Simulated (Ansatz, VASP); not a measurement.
One calculation of S, two programs

File INCAR:

```
  ALGO = Normal
  EDIFF = 1E-7
  ENCUT = 520
  GGA = CA
  ISIF = 2
  ISMEAR = -1
  LASPH = T
  LCHARG = F
  LREAL = F
  LWAVE = F
  NBANDS = 13
  NELM = 100
  PREC = Accurate
  SIGMA = 0.05
```

Contents of KPOINTS:

```
k-points
0
Gamma
  13 13 13
```

Contents of POSCAR:

```
S
1.0
    0.0000000000      2.5595206534      2.5595206534
    2.5595206534      0.0000000000      2.5595206534
    2.5595206534      2.5595206534      0.0000000000
S
2
Direct
   -0.1250000000     -0.1250000000     -0.1250000000
    0.1250000000      0.1250000000      0.1250000000
```

Input for Ansatz:

```yaml
crystal:
  lattice:
    - [0.0, 2.5595206534, 2.5595206534]
    - [2.5595206534, 0.0, 2.5595206534]
    - [2.5595206534, 2.5595206534, 0.0]
  atoms:
    - { symbol: S, position: [-0.125, -0.125, -0.125] }
    - { symbol: S, position: [0.125, 0.125, 0.125] }
kpoints:
  mp_grid: { grid: [13, 13, 13] }
  band_path:
    path:
      - [0.0, 0.0, 0.0]
      - [0.5, 0.0, 0.5]
      - [0.625, 0.25, 0.625]
      - [0.375, 0.375, 0.75]
      - [0.0, 0.0, 0.0]
      - [0.5, 0.5, 0.5]
      - [0.5, 0.25, 0.75]
      - [0.5, 0.0, 0.5]
    npoints: 8
scf:
  occupations: { method: fermi_dirac, width: 0.05 }
hamiltonian:
  xc: lda
  pseudopotentials: { kind: all_electron, lapw: { basis_error: 0.001 } }
output:
  forces: true
  stress: true
  eigenvalues: true
  populations: true
  dos: { projected: true, de: 0.2, e_range: [-14, 8] }
```

Change from the starting cell: volume scaled by 0.75, LAPW.

Alike in both runs: task single point; functional LDA; k mesh 13 × 13 × 13; occupations fermi-dirac, width 0.05 eV; no spin polarisation.

|  | VASP | Ansatz |
| --- | --- | --- |
| version | VASP 6.6.1 | Ansatz 0.2.0 |
| potentials or method | VASP PAW LDA potentials, release 64 (S), cutoff 520 eV | all-electron LAPW, scalar-relativistic |

|  | VASP | Ansatz | Ansatz less VASP |
| --- | --- | --- | --- |
| pressure (GPa) | 23.3 | 23.3 | +0.06 |

LDA's correlation is that of Perdew and Zunger in VASP and of Perdew and Wang (1992) in Ansatz. Ansatz ran all-electron here, and VASP with PAW potentials.
